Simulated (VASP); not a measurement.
# MgI2 (P-3m1) in VASP: a series of runs

The runs below take MgI2 through single point, with PBE.

Program: VASP 6.6.1. These are calculated values, not measurements. Logs are shortened: lines on timing, memory, paths and dates and some standing lists are left out, and cuts for length are marked.

## 1. The cell of the first run

Symmetry: P-3m1, No. 164, trigonal system. The conventional cell has a = 4.216 Å, b = 4.216 Å, c = 6.759 Å, α = 90.00°, β = 90.00°, γ = 120.00°. Within 3.9 Å of Mg (site symmetry -3m) lie 6 I at 2.93 Å. I (site symmetry 3m) has 3 Mg at 2.93 Å within 3.9 Å.

## 2. Single point, PBE (strain +0.015 along x and y, -0.015 along z)

INCAR reads:

```
SYSTEM = MgI2
ALGO = Normal
EDIFF = 1E-6
ENCUT = 520
GGA = PE
ISIF = 2
ISMEAR = 0
LASPH = .TRUE.
LCHARG = .FALSE.
LREAL = .FALSE.
LWAVE = .FALSE.
NBANDS = 15
NELM = 100
PREC = Accurate
SIGMA = 0.05
```

KPOINTS reads:

```
k-points
0
G
  6 6 4
  0 0 0
```

POSCAR reads:

```
MgI2
1.0
    4.2160056232      0.0000000000      0.0000000000
   -2.1080028116      3.6511679722      0.0000000000
    0.0000000000      0.0000000000      6.7590700000
Mg I
1 2
Direct
    0.0000000000      0.0000000000      0.0000000000
    0.3333333333      0.6666666667      0.7576300000
    0.6666666667      0.3333333333      0.2423700000
```

Potentials or basis: VASP PAW PBE potentials, release 64 (Mg, I).

Run with:

```sh
> cat potpaw_PBE.64/Mg/POTCAR potpaw_PBE.64/I/POTCAR > POTCAR
> mpirun -np 1 vasp_std > vasp.out
```

OUTCAR:

```text
SYSTEM = MgI2
   EDIFF = 1E-6
   ENCUT = 520
   GGA = PE
   ISIF = 2
   ISMEAR = 0
   LASPH = .TRUE.
   LREAL = .FALSE.
   NELM = 100
   PREC = Accurate

 ion  position               nearest neighbor table
   1  0.000  0.000  0.000-   2 2.93   3 2.93   3 2.93   2 2.93   3 2.93   2 2.93
   2  0.333  0.667  0.758-   1 2.93   1 2.93   1 2.93
   3  0.667  0.333  0.242-   1 2.93   1 2.93   1 2.93

  LATTYP: Found a hexagonal cell.
 ALAT       =     4.2160056232
 C/A-ratio  =     1.6031928332

  Lattice vectors:

 A1 = (   4.2160056232,   0.0000000000,   0.0000000000)
 A2 = (  -2.1080028116,   3.6511679722,   0.0000000000)
 A3 = (   0.0000000000,   0.0000000000,   6.7590700000)

Analysis of symmetry for initial positions (statically):
=====================================================================
 Subroutine PRICEL returns:
 Original cell was already a primitive cell.

 Routine SETGRP: Setting up the symmetry group for a
 hexagonal supercell.

 Subroutine GETGRP returns: Found 12 space group operations
 (whereof 12 operations were pure point group operations)
 out of a pool of 24 trial point group operations.

The static configuration has the point symmetry D_3d.

Analysis of symmetry for dynamics (positions and initial velocities):
=====================================================================
 Subroutine PRICEL returns:
 Original cell was already a primitive cell.

 Routine SETGRP: Setting up the symmetry group for a
 hexagonal supercell.

 Subroutine GETGRP returns: Found 12 space group operations
 (whereof 12 operations were pure point group operations)
 out of a pool of 24 trial point group operations.

The dynamic configuration has the point symmetry D_3d.

 Subroutine INISYM returns: Found 12 space group operations
 (whereof 12 operations are pure point group operations),
 and found     1 'primitive' translations

----------------------------------------------------------------------------------------

                                     Primitive cell

  volume of cell :     104.0447

  direct lattice vectors                    reciprocal lattice vectors
     4.216005623  0.000000000  0.000000000     0.237191334  0.136942481  0.000000000
    -2.108002812  3.651167972  0.000000000     0.000000000  0.273884962  0.000000000
     0.000000000  0.000000000  6.759070000     0.000000000  0.000000000  0.147949348

  length of vectors
     4.216005623  4.216005623  6.759070000     0.273884962  0.273884962  0.147949348

  position of ions in fractional coordinates (direct lattice)
     0.000000000  0.000000000  0.000000000
     0.333333333  0.666666667  0.757630000
     0.666666667  0.333333333  0.242370000

  ion indices of the primitive-cell ions
   primitive index   ion index
                 1           1
                 2           2
                 3           3

----------------------------------------------------------------------------------------

 KPOINTS: k-points

Automatic generation of k-mesh.
 Grid dimensions read from file:
 generate k-points for:    6    6    4

 Generating k-lattice:

  Cartesian coordinates                     Fractional coordinates (reciprocal lattice)
     0.039531889  0.022823747  0.000000000     0.166666667  0.000000000  0.000000000
     0.000000000  0.045647494  0.000000000     0.000000000  0.166666667  0.000000000
     0.000000000  0.000000000  0.036987337     0.000000000  0.000000000  0.250000000

  Length of vectors
     0.045647494  0.045647494  0.036987337

  Shift w.r.t. Gamma in fractional coordinates (k-lattice)
     0.000000000  0.000000000  0.000000000

 Subroutine IBZKPT returns following result:
 ===========================================

 Found     24 irreducible k-points:

 Following reciprocal coordinates:
            Coordinates               Weight
  0.000000  0.000000  0.000000      1.000000
  0.166667  0.000000  0.000000      6.000000
  0.333333  0.000000  0.000000      6.000000
  0.500000 -0.000000  0.000000      3.000000
  0.166667  0.166667  0.000000      6.000000
  0.333333  0.166667  0.000000     12.000000
[... 16 lines left out ...]
  0.333333  0.166667  0.500000     12.000000
  0.333333  0.333333  0.500000      2.000000
   k-points           NKPTS =     24   k-points in BZ     NKDIM =     24   number of bands    NBANDS=     15
   number of dos      NEDOS =    301   number of ions     NIONS =      3
   total plane-waves  NPLWV =  51200
   dimension x,y,z NGX =    32 NGY =   32 NGZ =   50
   dimension x,y,z NGXF=    64 NGYF=   64 NGZF=  100
   ions per type =               1   2
   NGX,Y,Z   is equivalent  to a cutoff of  12.62, 12.62, 12.30 a.u.
   NGXF,Y,Z  is equivalent  to a cutoff of  25.24, 25.24, 24.60 a.u.
 SYSTEM =  MgI2
   PREC   = accura    normal or accurate (medium, high low for compatibility)
   ISTART =      0    job   : 0-new  1-cont  2-samecut
   ICHARG =      2    charge: 1-file 2-atom 10-const
   ISPIN  =      1    spin polarized calculation?
   LNONCOLLINEAR =      F non collinear calculations
   LSORBIT =      F    spin-orbit coupling
   LASPH  =      T    aspherical Exc in radial PAW
   ENCUT  =  520.0 eV  38.22 Ry    6.18 a.u.   7.84  7.84 12.57*2*pi/ulx,y,z
   NELM   =    100;   NELMIN=  2; NELMDL= -5     # of ELM steps
   EDIFF  = 0.1E-05   stopping-criterion for ELM
   LREAL  =      F    real-space projection
   EDIFFG = 0.1E-04   stopping-criterion for IOM
   NSW    =      0    number of steps for IOM
   IBRION =     -1    ionic relax: 0-MD 1-quasi-New 2-CG
   NFREE  =      0    steps in history (QN), initial steepest desc. (CG)
   ISIF   =      2    stress and relaxation
   ISYM   =      2    0-nonsym 1-usesym 2-fastsym
   POTIM  = 0.5000    time-step for ionic-motion
   TEBEG  =    0.0;   TEEND  =   0.0 temperature during run
   PSTRESS=    0.0 pullay stress
   NELECT =      16.0000    total number of electrons
   NUPDOWN=      -1.0000    fix difference up-down
   EMIN   =  10.00;   EMAX   =-10.00  energy-range for DOS
   EFERMI =   0.00;   METHOD = LEGACY
   ISMEAR =     0;   SIGMA  =   0.05  broadening in eV -4-tet -1-fermi 0-gaus
   EFERMI_NEDOS =   21; number of points for ismear=-14 and -15
   IALGO  =     38    algorithm
   IMIX   =      4    mixing-type and parameters
     AMIX     =   0.40;   BMIX     =  1.00
     AMIX_MAG =   1.60;   BMIX_MAG =  1.00
  volume/ion in A,a.u.               =      34.68       234.04
  Fermi-wavevector in a.u.,A,eV,Ry     =   0.877085  1.657450 10.466656  0.769277
  Thomas-Fermi vector in A             =   1.996984
   LORBIT       =      0    0 simple, 1 ext, 2 COOP (PROOUT), +10 PAW based schemes
   GGA     = PE    functional components
   LHFCALC =     F    Hartree Fock is set to
   AEXX    =    0.0000 exact exchange contribution
   IVDW    =     0    specifies the selected vdW correction
   LEPSILON=     F    determine dielectric tensor
   LRPA    =     F    only Hartree local field effects (RPA)
 non-spin polarized calculation
 Gauss-broadening in eV      SIGMA  =   0.05
  energy-cutoff  :      520.00
  volume of cell :      104.04
 maximum number of plane-waves:      2826
 NGX is ok and might be reduce to    32
   NGX = 15   NGY = 15   NGZ = 25

 number of electron      15.9999999 magnetization

 Free energy of the ion-electron system (eV)
  ---------------------------------------------------
  ext. energy  EPLUGINS =         0.00000000
  ---------------------------------------------------
  free energy    TOTEN  =        -7.69557779 eV

  energy without entropy =       -7.69557779  energy(sigma->0) =       -7.69557779

 E-fermi :   2.5747     XC(G=0):  -8.1566

 val. band max:        2.3214407138   @ k =   0.0000   0.0000   0.0000
 cond. band min:       5.6761508171   @ k =   0.5000  -0.0000   0.2500
 fundamental gap:      3.3547101034
 Fermi energy:         2.5746607660

 k-point     1 :       0.0000    0.0000    0.0000
  band No.  band energies     occupation
      1      -9.8325      2.00000
      2      -9.0931      2.00000
      3      -1.2474      2.00000
      4       1.6281      2.00000
      5       1.6281      2.00000
      6       2.0343      2.00000
      7       2.0343      2.00000
      8       2.3214      2.00000
      9       5.7567      0.00000
     10       6.8316      0.00000
     11       8.7379      0.00000
     12       8.7379      0.00000
     13       9.8600      0.00000
     14      10.2643      0.00000
     15      10.2643      0.00000

 k-point     2 :       0.1667    0.0000    0.0000
  band No.  band energies     occupation
      1      -9.7005      2.00000
      2      -9.0352      2.00000
      3      -1.0651      2.00000
      4       0.7041      2.00000
      5       1.2479      2.00000
      6       1.3271      2.00000
      7       2.0030      2.00000
      8       2.1979      2.00000
      9       6.6184      0.00000
     10       7.4870      0.00000
     11       8.2837      0.00000
     12       9.1019      0.00000
     13       9.3964      0.00000
     14      10.1512      0.00000
     15      10.6137      0.00000

 k-point     3 :       0.3333    0.0000    0.0000
  band No.  band energies     occupation
      1      -9.3849      2.00000
      2      -8.9415      2.00000
      3      -0.9361      2.00000
      4      -0.3471      2.00000
      5       0.3077      2.00000
      6       0.9036      2.00000
      7       1.7734      2.00000
      8       1.8274      2.00000
      9       6.1623      0.00000
     10       7.6414      0.00000
     11       8.1898      0.00000
     12       9.1927      0.00000
     13       9.8764      0.00000
     14      10.7769      0.00000
     15      11.2992      0.00000
[... 343 lines left out ...]
 k-point    23 :       0.3333    0.1667    0.5000
  band No.  band energies     occupation
      1      -9.1099      2.00000
      2      -8.9957      2.00000
      3      -1.2001      2.00000
      4      -0.7214      2.00000
      5       0.2332      2.00000
      6       0.6760      2.00000
      7       1.5639      2.00000
      8       1.6861      2.00000
      9       6.4461      0.00000
     10       7.8733      0.00000
     11       8.5320      0.00000
     12       9.0401      0.00000
     13       9.2879      0.00000
     14      10.5109      0.00000
     15      11.2491      0.00000

 k-point    24 :       0.3333    0.3333    0.5000
  band No.  band energies     occupation
      1      -8.9923      2.00000
      2      -8.9923      2.00000
      3      -0.9513      2.00000
      4      -0.5542      2.00000
      5      -0.5542      2.00000
      6       0.0469      2.00000
      7       1.7373      2.00000
      8       1.7373      2.00000
      9       7.0156      0.00000
     10       8.0747      0.00000
     11       8.0747      0.00000
     12       9.6548      0.00000
     13      10.2794      0.00000
     14      10.6356      0.00000
     15      10.8460      0.00000

------------------------ aborting loop because EDIFF is reached ----------------------------------------

  FORCE on cell =-STRESS in cart. coord.  units (eV):
  Direction    XX          YY          ZZ          XY          YZ          ZX
  --------------------------------------------------------------------------------------
  -------------------------------------------------------------------------------------
  Total        0.2238392      0.2238392      0.9547724     -0.0000000     -0.0000000      0.0000000
  in kB        3.4468855      3.4468855     14.7024774     -0.0000000     -0.0000000      0.0000000
  external PRESSURE =       7.1987495 kB  Pullay stress =       0.0000000 kB

 VOLUME and BASIS-vectors are now :
 -----------------------------------------------------------------------------
  energy-cutoff  :      520.00
  volume of cell :      104.04
      direct lattice vectors                 reciprocal lattice vectors
     4.216005623  0.000000000  0.000000000     0.237191334  0.136942481  0.000000000
    -2.108002812  3.651167972  0.000000000     0.000000000  0.273884962  0.000000000
     0.000000000  0.000000000  6.759070000     0.000000000  0.000000000  0.147949348

 POSITION                                       TOTAL-FORCE (eV/Angst)
 -----------------------------------------------------------------------------------
      0.00000      0.00000      0.00000         0.000000      0.000000      0.000000
     -0.00000      2.43411      5.12087        -0.000000      0.000000     -0.029944
      2.10800      1.21706      1.63820         0.000000     -0.000000      0.029944
 -----------------------------------------------------------------------------------
    total drift:                               -0.000000      0.000000     -0.000000

  FREE ENERGIE OF THE ION-ELECTRON SYSTEM (eV)
  ---------------------------------------------------
  free  energy   TOTEN  =        -7.6955777885 eV

  energy  without entropy=       -7.6955777885  energy(sigma->0) =       -7.69557779
```

Run time: 56 s. Hardware: 1 thread of Intel Xeon 8259CL, shared host; peak memory 0.23 GiB.

What came out:

* Free energy: -7.6956 eV
* Pressure: 0.7 GPa
* Largest force: 0.030 eV/Å
* Band gap on the k mesh: 3.35 eV (least direct gap 3.44 eV)

Forces on the atoms (eV/Å):
```
Mg   0.000  0.000  0.000
I    0.000  0.000 -0.030
I    0.000  0.000  0.030
```

Caveat: the cell differs from its parent crystal (strain +0.015 along x and y, -0.015 along z); spin-orbit coupling is left out, which moves the levels of the heavy elements; this functional lacks dispersion, which binds the layers, so the pressure and a relaxed spacing across them are unreliable. A k mesh can miss the band edges.

## 3. Single point, PBE (strain +0.000 along x and y, +0.030 along z)

INCAR reads:

```
PREC = Accurate ; ENCUT = 520
EDIFF = 1E-6 ; ISMEAR = 0
SIGMA = 0.05 ; LREAL = F
LASPH = T ; NELM = 80
ALGO = Normal ; ISIF = 2
LWAVE = F ; LCHARG = F
GGA = PE ; NBANDS = 15
```

KPOINTS reads:

```
regular mesh
0
Gamma
  6 6 4
```

POSCAR reads:

```
MgI2
1.0
    4.1537001214      0.0000000000      0.0000000000
   -2.0768500607      3.5972098248      0.0000000000
    0.0000000000      0.0000000000      7.0678600000
Mg I
1 2
Direct
    0.0000000000      0.0000000000      0.0000000000
    0.3333333333      0.6666666667      0.7576300000
    0.6666666667      0.3333333333      0.2423700000
```

Potentials or basis: VASP PAW PBE potentials, release 64 (Mg, I).

Run with:

```sh
> cat potpaw_PBE.64/Mg/POTCAR potpaw_PBE.64/I/POTCAR > POTCAR
> mpirun -np 1 vasp_std > vasp.out
```

Run time: 49 s. Hardware: 1 thread of Intel Xeon 8259CL, shared host; peak memory 0.24 GiB.

The run converged. Its results:

| Quantity | Value |
| --- | --- |
| Free energy | -7.7078 eV |
| Pressure | 0.3 GPa |
| Largest force | 0.186 eV/Å |
| Band gap on the k mesh | 3.49 eV (least direct gap 3.63 eV) |

Forces on the atoms (eV/Å):
```
Mg   0.000  0.000  0.000
I    0.000  0.000  0.186
I    0.000  0.000 -0.186
```

Stress tensor (GPa, compression positive):
```
 0.52  0.00  0.00
 0.00  0.52  0.00
 0.00  0.00 -0.08
```

Levels at points of the mesh, in eV from the valence-band top:
```tsv
k point	band 6	band 7	band 8	band 9	band 10	band 11
(0.00, 0.00, 0.00)	-0.11	0.00	0.00	3.63	4.87	6.77
(0.50, 0.00, 0.00)	-1.23	-0.88	-0.41	3.64	5.31	5.49
(0.00, 0.00, 0.50)	-0.25	-0.09	-0.09	4.61	4.92	6.62
(0.50, 0.00, 0.50)	-1.09	-0.80	-0.61	3.49	5.18	5.65
```

Caveat: the cell differs from its parent crystal (strain +0.000 along x and y, +0.030 along z); spin-orbit coupling is left out, which moves the levels of the heavy elements; this functional lacks dispersion, which binds the layers, so the pressure and a relaxed spacing across them are unreliable. A k mesh can miss the band edges.

## 4. Single point, PBE (strain +0.030 along x and y, -0.030 along z)

INCAR reads:

```
PREC = Accurate
ENCUT = 520
EDIFF = 1E-7
ISMEAR = 0
SIGMA = 0.05
LREAL = F
LASPH = T
NELM = 80
ALGO = Normal
ISIF = 2
LWAVE = F
LCHARG = F
GGA = PE
NBANDS = 15
```

KPOINTS is that of step 3.

POSCAR reads:

```
MgI2
1.0
    4.2783111250      0.0000000000      0.0000000000
   -2.1391555625      3.7051261196      0.0000000000
    0.0000000000      0.0000000000      6.6561400000
Mg I
1 2
Direct
    0.0000000000      0.0000000000      0.0000000000
    0.3333333333      0.6666666667      0.7576300000
    0.6666666667      0.3333333333      0.2423700000
```

Run with:

```sh
> cat potpaw_PBE.64/Mg/POTCAR potpaw_PBE.64/I/POTCAR > POTCAR
> mpirun -np 1 vasp_std > vasp.out
```

Run time: 57 s. Hardware: 1 thread of Intel Xeon 8259CL, shared host; peak memory 0.23 GiB.

It converged, with:

| Item | Value |
| --- | --- |
| Free energy | -7.6803 eV |
| Pressure | 0.3 GPa |
| Largest force | 0.029 eV/Å |
| Band gap on the k mesh | 3.19 eV |

Forces on the atoms (eV/Å):
```
Mg   0.000  0.000  0.000
I    0.000  0.000 -0.029
I    0.000  0.000  0.029
```

Stress tensor (GPa, compression positive):
```
-0.34  0.00  0.00
 0.00 -0.34  0.00
 0.00  0.00  1.54
```

Levels at points of the mesh, in eV from the valence-band top:
```tsv
k point	band 6	band 7	band 8	band 9	band 10	band 11
(0.00, 0.00, 0.00)	-0.46	-0.46	0.00	3.19	4.30	6.19
(0.50, 0.00, 0.00)	-1.76	-1.05	-0.70	3.28	5.08	5.45
(0.00, 0.00, 0.50)	-0.77	-0.58	-0.58	4.09	4.42	5.96
(0.50, 0.00, 0.50)	-1.17	-0.99	-0.90	3.27	5.04	5.74
```

Caveat: the cell differs from its parent crystal (strain +0.030 along x and y, -0.030 along z); spin-orbit coupling is left out, which moves the levels of the heavy elements; this functional lacks dispersion, which binds the layers, so the pressure and a relaxed spacing across them are unreliable. A k mesh can miss the band edges.

## 5. Single point, PBE (strain +0.015 along x and y, +0.000 along z)

INCAR reads:

```
SYSTEM = MgI2
PREC = Accurate
ENCUT = 520
EDIFF = 1E-6
ISMEAR = 0
SIGMA = 0.05
LREAL = .False.
LASPH = .True.
NELM = 100
ALGO = Normal
ISIF = 2
LWAVE = .False.
LCHARG = .True.
GGA = PE
LELF = .True.
LVHAR = .True.
NBANDS = 15
```

KPOINTS reads:

```
regular mesh
0
Gamma
  6 6 4
  0 0 0
```

POSCAR reads:

```
MgI2
1.0
    4.2160056232      0.0000000000      0.0000000000
   -2.1080028116      3.6511679722      0.0000000000
    0.0000000000      0.0000000000      6.8620000000
Mg I
1 2
Direct
    0.0000000000      0.0000000000      0.0000000000
    0.3333333333      0.6666666667      0.7576300000
    0.6666666667      0.3333333333      0.2423700000
```

Run with:

```sh
> cat potpaw_PBE.64/Mg/POTCAR potpaw_PBE.64/I/POTCAR > POTCAR
> mpirun -np 1 vasp_std > vasp.out
```

Run time: 41 s. Hardware: 1 thread of Intel Xeon 8259CL, shared host; peak memory 0.24 GiB.

The run converged. Its results:

```yaml
Free_energy: -7.7066 eV
Pressure: 0.3 GPa
Largest_force: 0.073 eV/Å
Band_gap_on_the_k_mesh: 3.42 eV (least direct gap 3.47 eV)
```

Forces on the atoms (eV/Å):
```
Mg   0.000  0.000  0.000
I    0.000  0.000  0.073
I    0.000  0.000 -0.073
```

Stress tensor (GPa, compression positive):
```
0.04 0.00 0.00
0.00 0.04 0.00
0.00 0.00 0.75
```

Levels at points of the mesh, in eV from the valence-band top:
```csv
k point,band 5,band 6,band 7,band 8,band 9,band 10,band 11,band 12
"(0.00, 0.00, 0.00)",-0.56,-0.19,-0.19,0.00,3.47,4.63,6.52,6.52
"(0.50, 0.00, 0.00)",-1.83,-1.45,-0.91,-0.51,3.52,5.24,5.52,6.82
"(0.00, 0.00, 0.50)",-0.46,-0.46,-0.29,-0.29,4.40,4.71,6.34,6.34
"(0.50, 0.00, 0.50)",-1.27,-1.11,-0.80,-0.76,3.43,5.17,5.73,6.06
```

Caveat: the cell differs from its parent crystal (strain +0.015 along x and y, +0.000 along z); spin-orbit coupling is left out, which moves the levels of the heavy elements; this functional lacks dispersion, which binds the layers, so the pressure and a relaxed spacing across them are unreliable. A k mesh can miss the band edges.

(Continued in part 2 of 2.)
